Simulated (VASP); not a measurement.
# Al2Pt in VASP: further runs

Al2Pt is run at these levels: PBE; tasks: single point.

Program: VASP 6.6.1. These are calculated values, not measurements. Logs are shortened: lines on timing, memory, paths and dates and some standing lists are left out, and cuts for length are marked.

### 1 The cell of the first run

The cell holds a slab with vacuum, 15 atoms: a = 4.205 Å, b = 5.946 Å, c = 23.409 Å, α = 90.00°, β = 90.00°, γ = 90.00°.

### 2 Single point, PBE

INCAR

```
PREC     = Accurate       # precision mode
ENCUT    = 520            # plane-wave cutoff, eV
EDIFF    = 1E-7           # SCF threshold, eV
ISMEAR   = 0              # smearing method
SIGMA    = 0.1            # smearing width, eV
LREAL    = Auto         
LASPH    = True           # aspherical terms in the spheres
NELM     = 100            # most SCF steps
ALGO     = Fast           # electronic algorithm
ISIF     = 2              # what is computed and relaxed
LWAVE    = False          # write WAVECAR
LCHARG   = False          # write CHGCAR
LDIPOL   = True         
IDIPOL   = 3            
DIPOL    = 0.5 0.5 0.500
GGA      = PE             # functional
NBANDS   = 53             # bands
```

KPOINTS

```
regular mesh
0
Gamma
  8 6 1
```

POSCAR

```
Al2Pt
1.0
    4.2047455733      0.0000000000      0.0000000000
    0.0000000000      5.9464082160      0.0000000000
    0.0000000000      0.0000000000     23.4094911465
Al Pt
10 5
Direct
    0.0000000000      0.7500000000      0.3203828718
    0.0000000000      0.2500000000      0.3203828718
    0.5000000000      0.2500000000      0.4101914359
    0.5000000000      0.7500000000      0.4101914359
    0.0000000000      0.7500000000      0.5000000000
    0.0000000000      0.2500000000      0.5000000000
    0.5000000000      0.2500000000      0.5898085641
    0.5000000000      0.7500000000      0.5898085641
    0.0000000000      0.7500000000      0.6796171282
    0.0000000000      0.2500000000      0.6796171282
    0.5000000000      0.5000000000      0.3203828718
    0.0000000000      0.0000000000      0.4101914359
    0.5000000000      0.5000000000      0.5000000000
    0.0000000000      0.0000000000      0.5898085641
    0.5000000000      0.5000000000      0.6796171282
```

Potentials or basis: VASP PAW PBE potentials, release 64 (Al, Pt).

Launch:

```sh
$ cat potpaw_PBE.64/Al/POTCAR potpaw_PBE.64/Pt/POTCAR > POTCAR
$ mpirun -np 1 vasp_std > vasp.out
```

OUTCAR:

```text
PREC = Accurate
   ENCUT = 520
   EDIFF = 1E-7
   ISMEAR = 0
   LREAL = Auto
   LASPH = True
   NELM = 100
   ISIF = 2
   GGA = PE

 ion  position               nearest neighbor table
   1  0.000  0.750  0.320-  12 2.57  11 2.57  11 2.57   4 2.97   4 2.97   2 2.97   2 2.97
   2  0.000  0.250  0.320-  12 2.57  11 2.57  11 2.57   3 2.97   3 2.97   1 2.97   1 2.97
   3  0.500  0.250  0.410-  13 2.57  11 2.57  12 2.57  12 2.57   6 2.97   6 2.97   2 2.97   2 2.97
                             4 2.97   4 2.97
   4  0.500  0.750  0.410-  13 2.57  11 2.57  12 2.57  12 2.57   5 2.97   5 2.97   1 2.97   1 2.97
                             3 2.97   3 2.97
   5  0.000  0.750  0.500-  12 2.57  14 2.57  13 2.57  13 2.57   4 2.97   4 2.97   8 2.97   8 2.97
                             6 2.97   6 2.97
   6  0.000  0.250  0.500-  12 2.57  14 2.57  13 2.57  13 2.57   3 2.97   3 2.97   7 2.97   7 2.97
                             5 2.97   5 2.97
   7  0.500  0.250  0.590-  13 2.57  15 2.57  14 2.57  14 2.57   6 2.97   6 2.97  10 2.97  10 2.97
                             8 2.97   8 2.97
   8  0.500  0.750  0.590-  13 2.57  15 2.57  14 2.57  14 2.57   5 2.97   5 2.97   9 2.97   9 2.97
                             7 2.97   7 2.97
   9  0.000  0.750  0.680-  14 2.57  15 2.57  15 2.57   8 2.97   8 2.97  10 2.97  10 2.97
  10  0.000  0.250  0.680-  14 2.57  15 2.57  15 2.57   7 2.97   7 2.97   9 2.97   9 2.97
  11  0.500  0.500  0.320-   3 2.57   4 2.57   1 2.57   2 2.57   1 2.57   2 2.57
  12  0.000  0.000  0.410-   5 2.57   6 2.57   1 2.57   2 2.57   3 2.57   4 2.57   3 2.57   4 2.57

  13  0.500  0.500  0.500-   3 2.57   4 2.57   7 2.57   8 2.57   5 2.57   6 2.57   5 2.57   6 2.57

  14  0.000  0.000  0.590-   5 2.57   6 2.57   9 2.57  10 2.57   7 2.57   8 2.57   7 2.57   8 2.57

  15  0.500  0.500  0.680-   7 2.57   8 2.57   9 2.57  10 2.57   9 2.57  10 2.57

  LATTYP: Found a simple orthorhombic cell.
 ALAT       =     4.2047455733
 B/A-ratio  =     1.4142135624
 C/A-ratio  =     5.5673977744

  Lattice vectors:

 A1 = (   4.2047455733,   0.0000000000,   0.0000000000)
 A2 = (   0.0000000000,   5.9464082160,   0.0000000000)
 A3 = (   0.0000000000,   0.0000000000,  23.4094911465)

Analysis of symmetry for initial positions (statically):
=====================================================================
 Subroutine PRICEL returns:
 Original cell was already a primitive cell.

 Routine SETGRP: Setting up the symmetry group for a
 simple orthorhombic supercell.

 Subroutine GETGRP returns: Found  8 space group operations
 (whereof  8 operations were pure point group operations)
 out of a pool of  8 trial point group operations.

The static configuration has the point symmetry D_2h.

Analysis of symmetry for dynamics (positions and initial velocities):
=====================================================================
 Subroutine PRICEL returns:
 Original cell was already a primitive cell.

 Routine SETGRP: Setting up the symmetry group for a
 simple orthorhombic supercell.

 Subroutine GETGRP returns: Found  8 space group operations
 (whereof  8 operations were pure point group operations)
 out of a pool of  8 trial point group operations.

The dynamic configuration has the point symmetry D_2h.

 Subroutine INISYM returns: Found  8 space group operations
 (whereof  8 operations are pure point group operations),
 and found     1 'primitive' translations

----------------------------------------------------------------------------------------

                                     Primitive cell

  volume of cell :     585.3106

  direct lattice vectors                    reciprocal lattice vectors
     4.204745573  0.000000000  0.000000000     0.237826518  0.000000000  0.000000000
     0.000000000  5.946408216  0.000000000     0.000000000  0.168168744  0.000000000
     0.000000000  0.000000000 23.409491146     0.000000000  0.000000000  0.042717716

  length of vectors
     4.204745573  5.946408216 23.409491146     0.237826518  0.168168744  0.042717716

  position of ions in fractional coordinates (direct lattice)
     0.000000000  0.750000000  0.320382872
     0.000000000  0.250000000  0.320382872
     0.500000000  0.250000000  0.410191436
     0.500000000  0.750000000  0.410191436
     0.000000000  0.750000000  0.500000000
     0.000000000  0.250000000  0.500000000
[... 55 lines left out ...]
            Coordinates               Weight
  0.000000  0.000000  0.000000      1.000000
  0.125000  0.000000  0.000000      2.000000
  0.250000  0.000000  0.000000      2.000000
  0.375000  0.000000  0.000000      2.000000
  0.500000  0.000000  0.000000      1.000000
  0.000000  0.166667  0.000000      2.000000
[... 12 lines left out ...]
  0.375000  0.500000  0.000000      2.000000
  0.500000  0.500000  0.000000      1.000000
   k-points           NKPTS =     20   k-points in BZ     NKDIM =     20   number of bands    NBANDS=     53
   number of dos      NEDOS =    301   number of ions     NIONS =     15
   total plane-waves  NPLWV = 276480
   dimension x,y,z NGX =    32 NGY =   48 NGZ =  180
   dimension x,y,z NGXF=    64 NGYF=   96 NGZF=  360
   ions per type =              10   5
   NGX,Y,Z   is equivalent  to a cutoff of  12.65, 13.42, 12.78 a.u.
   NGXF,Y,Z  is equivalent  to a cutoff of  25.30, 26.84, 25.57 a.u.
 SYSTEM =  unknown system
   PREC   = accura    normal or accurate (medium, high low for compatibility)
   ISTART =      0    job   : 0-new  1-cont  2-samecut
   ICHARG =      2    charge: 1-file 2-atom 10-const
   ISPIN  =      1    spin polarized calculation?
   LNONCOLLINEAR =      F non collinear calculations
   LSORBIT =      F    spin-orbit coupling
   LASPH  =      T    aspherical Exc in radial PAW
   ENCUT  =  520.0 eV  38.22 Ry    6.18 a.u.   7.82 11.06 43.53*2*pi/ulx,y,z
   NELM   =    100;   NELMIN=  2; NELMDL= -5     # of ELM steps
   EDIFF  = 0.1E-06   stopping-criterion for ELM
   LREAL  =      T    real-space projection
   EDIFFG = 0.1E-05   stopping-criterion for IOM
   NSW    =      0    number of steps for IOM
   IBRION =     -1    ionic relax: 0-MD 1-quasi-New 2-CG
   NFREE  =      0    steps in history (QN), initial steepest desc. (CG)
   ISIF   =      2    stress and relaxation
   ISYM   =      2    0-nonsym 1-usesym 2-fastsym
   POTIM  = 0.5000    time-step for ionic-motion
   TEBEG  =    0.0;   TEEND  =   0.0 temperature during run
   PSTRESS=    0.0 pullay stress
   NELECT =      80.0000    total number of electrons
   NUPDOWN=      -1.0000    fix difference up-down
   EMIN   =  10.00;   EMAX   =-10.00  energy-range for DOS
   EFERMI =   0.00;   METHOD = LEGACY
   ISMEAR =     0;   SIGMA  =   0.10  broadening in eV -4-tet -1-fermi 0-gaus
   EFERMI_NEDOS =   21; number of points for ismear=-14 and -15
   IALGO  =     68    algorithm
   IMIX   =      4    mixing-type and parameters
     AMIX     =   0.40;   BMIX     =  1.00
     AMIX_MAG =   1.60;   BMIX_MAG =  1.00
  volume/ion in A,a.u.               =      39.02       263.32
  Fermi-wavevector in a.u.,A,eV,Ry     =   0.843288  1.593584  9.675579  0.711135
  Thomas-Fermi vector in A             =   1.958132
   LORBIT       =      0    0 simple, 1 ext, 2 COOP (PROOUT), +10 PAW based schemes
   GGA     = PE    functional components
   LHFCALC =     F    Hartree Fock is set to
   AEXX    =    0.0000 exact exchange contribution
   IVDW    =     0    specifies the selected vdW correction
   LEPSILON=     F    determine dielectric tensor
   LRPA    =     F    only Hartree local field effects (RPA)
 non-spin polarized calculation
 RMM-DIIS sequential band-by-band and
 Gauss-broadening in eV      SIGMA  =   0.10
  energy-cutoff  :      520.00
  volume of cell :      585.31
 maximum number of plane-waves:     15818
 NGX is ok and might be reduce to    32
   NGX = 15   NGY = 23   NGZ = 87

 dipolmoment           0.000000      0.000000      0.000000 electrons x Angstroem

 number of electron      80.0000005 magnetization

 dipolmoment           0.000000      0.000000     -0.000000 electrons x Angstroem

 Free energy of the ion-electron system (eV)
  ---------------------------------------------------
  ext. energy  EPLUGINS =         0.00000000
  ---------------------------------------------------
  free energy    TOTEN  =       -77.01714283 eV

  energy without entropy =      -76.97809272  energy(sigma->0) =      -76.99761778

 E-fermi :   0.9873     XC(G=0):  -5.5696

 val. band max:        0.9870539067   @ k =   0.0000   0.0000   0.0000
 cond. band min:       0.9884272456   @ k =   0.5000   0.3333   0.0000
 fundamental gap:      0.0013733390
 Fermi energy:         0.9872537740

 k-point     1 :       0.0000    0.0000    0.0000
  band No.  band energies     occupation
      1      -8.8476      2.00000
      2      -7.9951      2.00000
      3      -6.7506      2.00000
      4      -5.5814      2.00000
      5      -5.1386      2.00000
      6      -4.8372      2.00000
[... 1089 lines left out ...]
     51       5.3449      0.00000
     52       5.4456      0.00000
 [bands above 52 left out]

------------------------ aborting loop because EDIFF is reached ----------------------------------------

 vacuum level on the upper side and lower side of the slab       (xc-potential included)        -0.079        -0.079

  FORCE on cell =-STRESS in cart. coord.  units (eV):
  Direction    XX          YY          ZZ          XY          YZ          ZX
  --------------------------------------------------------------------------------------
  -------------------------------------------------------------------------------------
  Total       -5.0816322     -6.3838235     -3.7417409      0.0000000      0.0000000      0.0000000
  in kB      -13.9100085    -17.4745113    -10.2423092      0.0000000      0.0000000      0.0000000
  external PRESSURE =     -13.8756097 kB  Pullay stress =       0.0000000 kB

 VOLUME and BASIS-vectors are now :
 -----------------------------------------------------------------------------
  energy-cutoff  :      520.00
  volume of cell :      585.31
      direct lattice vectors                 reciprocal lattice vectors
     4.204745573  0.000000000  0.000000000     0.237826518  0.000000000  0.000000000
     0.000000000  5.946408216  0.000000000     0.000000000  0.168168744  0.000000000
     0.000000000  0.000000000 23.409491146     0.000000000  0.000000000  0.042717716

 POSITION                                       TOTAL-FORCE (eV/Angst)
 -----------------------------------------------------------------------------------
      0.00000      4.45981      7.50000        -0.000000     -0.366220      0.158670
      0.00000      1.48660      7.50000        -0.000000      0.366220      0.158670
      2.10237      1.48660      9.60237        -0.000000      0.233226     -0.141133
      2.10237      4.45981      9.60237         0.000000     -0.233226     -0.141133
      0.00000      4.45981     11.70475        -0.000000      0.022344      0.000000
      0.00000      1.48660     11.70475        -0.000000     -0.022344      0.000000
      2.10237      1.48660     13.80712        -0.000000      0.233226      0.141133
      2.10237      4.45981     13.80712        -0.000000     -0.233226      0.141133
      0.00000      4.45981     15.90949        -0.000000     -0.366220     -0.158670
      0.00000      1.48660     15.90949        -0.000000      0.366220     -0.158670
      2.10237      2.97320      7.50000        -0.000000     -0.000000      0.409788
      0.00000      0.00000      9.60237        -0.000000     -0.000000     -0.282398
      2.10237      2.97320     11.70475        -0.000000     -0.000000      0.000000
      0.00000      0.00000     13.80712        -0.000000     -0.000000      0.282398
      2.10237      2.97320     15.90949        -0.000000     -0.000000     -0.409788
 -----------------------------------------------------------------------------------
    total drift:                                0.000000      0.000000     -0.000000

  FREE ENERGIE OF THE ION-ELECTRON SYSTEM (eV)
  ---------------------------------------------------
  free  energy   TOTEN  =       -77.0171428290 eV

  energy  without entropy=      -76.9780927240  energy(sigma->0) =      -76.99761778

 vacuum level on the upper side and lower side of the slab         5.533         5.533
```

Wall time 34 min (1 thread of Intel Xeon 8259CL, shared host); peak memory 0.81 GiB.

Results:

| Quantity | Value |
| --- | --- |
| Free energy | -77.0171 eV |
| Largest force | 0.410 eV/Å |
| Band gap on the k mesh | zero (bands 40 and 41 overlap by 1.56 eV) |

Forces in eV/Å, atoms in the order of the input:
```
Al   0.000 -0.366  0.159
Al   0.000  0.366  0.159
Al   0.000  0.233 -0.141
Al   0.000 -0.233 -0.141
Al   0.000  0.022  0.000
Al   0.000 -0.022  0.000
Al   0.000  0.233  0.141
Al   0.000 -0.233  0.141
Al   0.000 -0.366 -0.159
Al   0.000  0.366 -0.159
Pt   0.000  0.000  0.410
Pt   0.000  0.000 -0.282
Pt   0.000  0.000  0.000
Pt   0.000  0.000  0.282
Pt   0.000  0.000 -0.410
```

Caveat: spin-orbit coupling is left out, which moves the levels of the heavy elements.

(Part 1 of 2 ends here.)
